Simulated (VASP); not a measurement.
# ZnO (P4_2/mmc) in VASP: relaxation of cell and atoms with PBE

Aim: the relaxation of cell and atoms of ZnO with PBE.

Program: VASP 6.6.1. These are calculated values, not measurements. Logs are shortened: lines on timing, memory, paths and dates and some standing lists are left out, and cuts for length are marked.

### 1 The cell of the first run

The structure is tetragonal, space group P4_2/mmc (No. 131). The conventional cell has a = 3.033 Å, b = 3.033 Å, c = 5.400 Å, α = 90.00°, β = 90.00°, γ = 90.00°. Zn (site symmetry mmm) has 4 O at 2.03 Å within 2.7 Å. Within 2.7 Å of O (site symmetry -4m2) lie 4 Zn at 2.03 Å and 2 O at 2.70 Å.

### 2 Relaxation of cell and atoms, PBE (atoms taken out)

INCAR

```
PREC = Accurate
ENCUT = 600
EDIFF = 1E-6
ISMEAR = 0
SIGMA = 0.1
LREAL = False
LASPH = True
NELM = 100
ALGO = Normal
ISIF = 3
LWAVE = False
LCHARG = False
GGA = PE
IBRION = 2
NSW = 100
EDIFFG = -0.01
```

KPOINTS

```
Automatic mesh
0
Gamma
  16 16 10
```

POSCAR

```
ZnO
1.0
    3.0334914149      0.0000000000      0.0000000000
    0.0000000000      3.0334914149      0.0000000000
    0.0000000000      0.0000000000      5.3995402499
Zn O
2 2
Direct
    0.0000000000      0.5000000000      0.0000000000
    0.5000000000      0.0000000000      0.5000000000
    0.5000000000      0.5000000000      0.2500000000
    0.5000000000      0.5000000000      0.7500000000
```

Potentials or basis: VASP PAW PBE potentials, release 64 (Zn, O).

The run is started by

```
cat potpaw_PBE.64/Zn/POTCAR potpaw_PBE.64/O/POTCAR > POTCAR
mpirun -np 1 vasp_std > vasp.out
```

OUTCAR:

```text
PREC = Accurate
   ENCUT = 600
   EDIFF = 1E-6
   ISMEAR = 0
   LREAL = False
   LASPH = True
   NELM = 100
   ISIF = 3
   GGA = PE
   IBRION = 2
   NSW = 100
   EDIFFG = -0.01

 ion  position               nearest neighbor table
   1  0.000  0.500  0.000-   3 2.03   4 2.03   3 2.03   4 2.03
   2  0.500  0.000  0.500-   3 2.03   4 2.03   3 2.03   4 2.03
   3  0.500  0.500  0.250-   1 2.03   2 2.03   2 2.03   1 2.03
   4  0.500  0.500  0.750-   1 2.03   2 2.03   2 2.03   1 2.03

  LATTYP: Found a simple tetragonal cell.
 ALAT       =     3.0334914149
 C/A-ratio  =     1.7799754512

  Lattice vectors:

 A1 = (   3.0334914149,   0.0000000000,   0.0000000000)
 A2 = (   0.0000000000,   3.0334914149,   0.0000000000)
 A3 = (   0.0000000000,   0.0000000000,   5.3995402499)

Analysis of symmetry for initial positions (statically):
=====================================================================
 Subroutine PRICEL returns:
 Original cell was already a primitive cell.

 Routine SETGRP: Setting up the symmetry group for a
 simple tetragonal supercell.

 Subroutine GETGRP returns: Found 16 space group operations
 (whereof  8 operations were pure point group operations)
 out of a pool of 16 trial point group operations.

The static configuration has the point symmetry D_2h.
 The point group associated with its full space group is D_4h.

Analysis of symmetry for dynamics (positions and initial velocities):
=====================================================================
 Subroutine PRICEL returns:
 Original cell was already a primitive cell.

 Routine SETGRP: Setting up the symmetry group for a
 simple tetragonal supercell.

 Subroutine GETGRP returns: Found 16 space group operations
 (whereof  8 operations were pure point group operations)
 out of a pool of 16 trial point group operations.

The dynamic configuration has the point symmetry D_2h.
 The point group associated with its full space group is D_4h.

 Subroutine INISYM returns: Found 16 space group operations
 (whereof  8 operations are pure point group operations),
 and found     1 'primitive' translations

----------------------------------------------------------------------------------------

                                     Primitive cell

  volume of cell :      49.6869

  direct lattice vectors                    reciprocal lattice vectors
     3.033491415  0.000000000  0.000000000     0.329653150  0.000000000  0.000000000
     0.000000000  3.033491415  0.000000000     0.000000000  0.329653150  0.000000000
     0.000000000  0.000000000  5.399540250     0.000000000  0.000000000  0.185200953

  length of vectors
     3.033491415  3.033491415  5.399540250     0.329653150  0.329653150  0.185200953

  position of ions in fractional coordinates (direct lattice)
     0.000000000  0.500000000  0.000000000
     0.500000000  0.000000000  0.500000000
     0.500000000  0.500000000  0.250000000
     0.500000000  0.500000000  0.750000000

  ion indices of the primitive-cell ions
   primitive index   ion index
                 1           1
                 2           2
                 3           3
                 4           4

----------------------------------------------------------------------------------------

 KPOINTS: Automatic mesh

Automatic generation of k-mesh.
 Grid dimensions read from file:
 generate k-points for:   16   16   10

 Generating k-lattice:

  Cartesian coordinates                     Fractional coordinates (reciprocal lattice)
     0.020603322  0.000000000  0.000000000     0.062500000  0.000000000  0.000000000
     0.000000000  0.020603322  0.000000000     0.000000000  0.062500000  0.000000000
     0.000000000  0.000000000  0.018520095     0.000000000  0.000000000  0.100000000

  Length of vectors
     0.020603322  0.020603322  0.018520095

  Shift w.r.t. Gamma in fractional coordinates (k-lattice)
     0.000000000  0.000000000  0.000000000

 Subroutine IBZKPT returns following result:
 ===========================================

 Found    270 irreducible k-points:

 Following reciprocal coordinates:
            Coordinates               Weight
  0.000000  0.000000  0.000000      1.000000
  0.062500  0.000000  0.000000      4.000000
  0.125000  0.000000  0.000000      4.000000
  0.187500  0.000000  0.000000      4.000000
  0.250000  0.000000  0.000000      4.000000
  0.312500  0.000000  0.000000      4.000000
[... 16 lines left out ...]
  0.437500  0.125000  0.000000      8.000000
  0.500000  0.125000  0.000000      4.000000
 [... further k-points ...]
   k-points           NKPTS =    270   k-points in BZ     NKDIM =    270   number of bands    NBANDS=     22
   number of dos      NEDOS =    301   number of ions     NIONS =      4
   total plane-waves  NPLWV =  27648
   dimension x,y,z NGX =    24 NGY =   24 NGZ =   48
   dimension x,y,z NGXF=    48 NGYF=   48 NGZF=   96
   ions per type =               2   2
   NGX,Y,Z   is equivalent  to a cutoff of  13.15, 13.15, 14.78 a.u.
   NGXF,Y,Z  is equivalent  to a cutoff of  26.31, 26.31, 29.56 a.u.
 SYSTEM =  unknown system
   PREC   = accura    normal or accurate (medium, high low for compatibility)
   ISTART =      0    job   : 0-new  1-cont  2-samecut
   ICHARG =      2    charge: 1-file 2-atom 10-const
   ISPIN  =      1    spin polarized calculation?
   LNONCOLLINEAR =      F non collinear calculations
   LSORBIT =      F    spin-orbit coupling
   LASPH  =      T    aspherical Exc in radial PAW
   ENCUT  =  600.0 eV  44.10 Ry    6.64 a.u.   6.06  6.06 10.78*2*pi/ulx,y,z
   NELM   =    100;   NELMIN=  2; NELMDL= -5     # of ELM steps
   EDIFF  = 0.1E-05   stopping-criterion for ELM
   LREAL  =      F    real-space projection
   EDIFFG = -.1E-01   stopping-criterion for IOM
   NSW    =    100    number of steps for IOM
   IBRION =      2    ionic relax: 0-MD 1-quasi-New 2-CG
   NFREE  =      1    steps in history (QN), initial steepest desc. (CG)
   ISIF   =      3    stress and relaxation
   ISYM   =      2    0-nonsym 1-usesym 2-fastsym
   POTIM  = 0.5000    time-step for ionic-motion
   TEBEG  =    0.0;   TEEND  =   0.0 temperature during run
   PSTRESS=    0.0 pullay stress
   NELECT =      36.0000    total number of electrons
   NUPDOWN=      -1.0000    fix difference up-down
   EMIN   =  10.00;   EMAX   =-10.00  energy-range for DOS
   EFERMI =   0.00;   METHOD = LEGACY
   ISMEAR =     0;   SIGMA  =   0.10  broadening in eV -4-tet -1-fermi 0-gaus
   EFERMI_NEDOS =   21; number of points for ismear=-14 and -15
   IALGO  =     38    algorithm
   IMIX   =      4    mixing-type and parameters
     AMIX     =   0.40;   BMIX     =  1.00
     AMIX_MAG =   1.60;   BMIX_MAG =  1.00
  volume/ion in A,a.u.               =      12.42        83.83
  Fermi-wavevector in a.u.,A,eV,Ry     =   1.470375  2.778607 29.415847  2.162004
  Thomas-Fermi vector in A             =   2.585640
   LORBIT       =      0    0 simple, 1 ext, 2 COOP (PROOUT), +10 PAW based schemes
   GGA     = PE    functional components
   LHFCALC =     F    Hartree Fock is set to
   AEXX    =    0.0000 exact exchange contribution
   IVDW    =     0    specifies the selected vdW correction
   LEPSILON=     F    determine dielectric tensor
   LRPA    =     F    only Hartree local field effects (RPA)
 conjugate gradient relaxation of ions
 non-spin polarized calculation
 Gauss-broadening in eV      SIGMA  =   0.10
  energy-cutoff  :      600.00
  volume of cell :       49.69
 maximum number of plane-waves:      1696
   NGX = 13   NGY = 13   NGZ = 21

--------------------------------------- Ionic step        1  -------------------------------------------

 number of electron      36.0000015 magnetization

 Free energy of the ion-electron system (eV)
  ---------------------------------------------------
  ext. energy  EPLUGINS =         0.00000000
  ---------------------------------------------------
  free energy    TOTEN  =       -16.59273181 eV

  energy without entropy =      -16.59165800  energy(sigma->0) =      -16.59219490

------------------------ aborting loop because EDIFF is reached ----------------------------------------

  FORCE on cell =-STRESS in cart. coord.  units (eV):
  Direction    XX          YY          ZZ          XY          YZ          ZX
  --------------------------------------------------------------------------------------
  -------------------------------------------------------------------------------------
  Total        0.0823611      0.0823611      0.3640491      0.0000000      0.0000000      0.0000000
  in kB        2.6557685      2.6557685     11.7389218      0.0000000      0.0000000      0.0000000
  external PRESSURE =       5.6834863 kB  Pullay stress =       0.0000000 kB

 VOLUME and BASIS-vectors are now :
 -----------------------------------------------------------------------------
  energy-cutoff  :      600.00
  volume of cell :       49.69
      direct lattice vectors                 reciprocal lattice vectors
     3.033491415  0.000000000  0.000000000     0.329653150  0.000000000  0.000000000
     0.000000000  3.033491415  0.000000000     0.000000000  0.329653150  0.000000000
     0.000000000  0.000000000  5.399540250     0.000000000  0.000000000  0.185200953
[... 77 lines left out ...]
 POSITION                                       TOTAL-FORCE (eV/Angst)
 -----------------------------------------------------------------------------------
      0.00000      1.51772      0.00000         0.000000      0.000000      0.000000
      1.51772     -0.00000      2.70746        -0.000000      0.000000      0.000000
      1.51772      1.51772      1.35373        -0.000000     -0.000000      0.000000
      1.51772      1.51772      4.06119         0.000000      0.000000     -0.000000
 -----------------------------------------------------------------------------------
    total drift:                                0.000000      0.000000     -0.000000

  FREE ENERGIE OF THE ION-ELECTRON SYSTEM (eV)
  ---------------------------------------------------
  free  energy   TOTEN  =       -16.5932887313 eV

  energy  without entropy=      -16.5922119752  energy(sigma->0) =      -16.59275035

--------------------------------------- Ionic step        4  -------------------------------------------

 number of electron      36.0000012 magnetization

 Free energy of the ion-electron system (eV)
  ---------------------------------------------------
  ext. energy  EPLUGINS =         0.00000000
  ---------------------------------------------------
  free energy    TOTEN  =       -16.59328832 eV

  energy without entropy =      -16.59221144  energy(sigma->0) =      -16.59274988

 E-fermi :   1.8265     XC(G=0): -10.7381

 val. band max:        1.8199047075   @ k =   0.5000   0.3750   0.0000
 cond. band min:       1.8580711021   @ k =   0.4375   0.4375   0.0000
 fundamental gap:      0.0381663945
 Fermi energy:         1.8265072923

 k-point     1 :       0.0000    0.0000    0.0000
  band No.  band energies     occupation
      1     -16.7815      2.00000
      2     -15.6742      2.00000
      3      -6.0319      2.00000
      4      -4.6451      2.00000
      5      -4.6451      2.00000
      6      -4.5381      2.00000
[... 14 lines left out ...]
     21       7.1831      0.00000
     22      13.4963      0.00000
[... 552 lines left out ...]
  band No.  band energies     occupation
      1     -16.1815      2.00000
      2     -15.4810      2.00000
      3      -5.0439      2.00000
      4      -4.9706      2.00000
      5      -4.5241      2.00000
      6      -4.5001      2.00000
[... 14 lines left out ...]
     21       6.9848      0.00000
     22      11.6097      0.00000

 [... further k-points ...]
[... 5 lines left out ...]
  --------------------------------------------------------------------------------------
  -------------------------------------------------------------------------------------
  Total       -0.0367691     -0.0367691      0.0278379      0.0000000      0.0000000      0.0000000
  in kB       -1.1805153     -1.1805153      0.8937696      0.0000000      0.0000000      0.0000000
  external PRESSURE =      -0.4890870 kB  Pullay stress =       0.0000000 kB

 VOLUME and BASIS-vectors are now :
 -----------------------------------------------------------------------------
  energy-cutoff  :      600.00
  volume of cell :       49.90
      direct lattice vectors                 reciprocal lattice vectors
     3.035538655 -0.000000000  0.000000000     0.329430824 -0.000000000  0.000000000
     0.000000000  3.035538655  0.000000000     0.000000000  0.329430824  0.000000000
     0.000000000  0.000000000  5.415647476     0.000000000  0.000000000  0.184650128

 POSITION                                       TOTAL-FORCE (eV/Angst)
 -----------------------------------------------------------------------------------
      0.00000      1.51777      0.00000         0.000000      0.000000     -0.000000
      1.51777     -0.00000      2.70782        -0.000000      0.000000     -0.000000
      1.51777      1.51777      1.35391        -0.000000      0.000000      0.000000
      1.51777      1.51777      4.06174        -0.000000      0.000000     -0.000000
 -----------------------------------------------------------------------------------
    total drift:                                0.000000      0.000000     -0.000000

  FREE ENERGIE OF THE ION-ELECTRON SYSTEM (eV)
  ---------------------------------------------------
  free  energy   TOTEN  =       -16.5932883171 eV

  energy  without entropy=      -16.5922114372  energy(sigma->0) =      -16.59274988

 reached required accuracy - stopping structural energy minimisation
```

Wall time 7.7 min (1 thread of Intel Xeon Platinum 8488C (Sapphire Rapids), shared host); peak memory 0.42 GiB.

What came out:

| Item | Value |
| --- | --- |
| Free energy | -16.5933 eV |
| Relaxed volume | 12.48 Å³/atom |
| Relaxed cell | a = 3.036 Å, b = 3.036 Å, c = 5.416 Å, α = 90.00°, β = 90.00°, γ = 90.00° |
| Space group after relaxing (to 0.1 Å) | P4_2/mmc (No. 131) |
| Energy gained by relaxing | 0.1 meV/atom |
| Ionic steps | 4 |
| Pressure after relaxing | 0.0 GPa |
| Band gap on the k mesh | zero (bands 18 and 19 overlap by 0.55 eV) |

Stress tensor (GPa, compression positive):
```
-0.12  0.00  0.00
 0.00 -0.12  0.00
 0.00  0.00  0.09
```

The path:
```
step  energy change (eV)  largest force (eV/Å)  pressure (GPa)  volume (Å³)
   1              0.0000                0.0000            0.57        49.69
   2             -0.0004                0.0000           -0.29        50.00
   3             -0.0006                0.0000           -0.05        49.89
   4             -0.0006                0.0000           -0.05        49.90
```

Final structure:
```xyz
4
Lattice="3.0355 0.0000 0.0000 0.0000 3.0355 0.0000 0.0000 0.0000 5.4156" Properties=species:S:1:pos:R:3 pbc="T T T"
Zn    0.0000    1.5178    0.0000
Zn    1.5178    0.0000    2.7078
O     1.5178    1.5178    1.3539
O     1.5178    1.5178    4.0617
```

Caveat: the cell differs from its parent crystal (atoms taken out); semilocal functionals underestimate gaps, and a narrow one can read as zero.

The gap in the log of VASP goes by the Fermi energy; the results here count the filled bands.